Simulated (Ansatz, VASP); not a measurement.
Two plane-wave programs on GaSn4S3

```
Ga Sn S
1.0
     5.82625    0.00500    0.01371
    -0.04842    5.82943    0.00299
    -0.02667   -0.03244    5.87304
Ga Sn S
1 4 3
Direct
  0.99634 0.99905 0.01109
  0.01317 0.01746 0.50628
  0.51141 0.49107 0.50566
  0.01738 0.49897 0.98001
  0.49870 0.98076 0.98043
  0.48395 0.01277 0.52304
  0.99259 0.48760 0.52292
  0.48648 0.51231 0.97057
```

Change from the starting cell: the structure that the rattled cell fell into.

Alike in both runs: functional PBE; k mesh 6 × 6 × 6; occupations gaussian, width 0.1 eV; no spin polarisation.

Ansatz relaxed the structure, and its values are those at the end. VASP's run is a single point on that final structure, the one shown.

|  | VASP | Ansatz |
| --- | --- | --- |
| version | VASP 6.6.1 | Ansatz 0.2.0 |
| potentials or method | VASP PAW PBE potentials, release 64 (Ga_d, Sn_d, S), cutoff 520 eV | scalar-relativistic, plane waves, PAW |
| valence electrons in the cell | 87 | 87 |

|  | VASP | Ansatz | Ansatz less VASP |
| --- | --- | --- | --- |
| gap on the k mesh at the Fermi level (eV) | none | none | - |
| pressure (GPa) | 0.0 | 0.0 | +0.04 |

A gap of «none» marks a metal or a gap that the smearing closes.
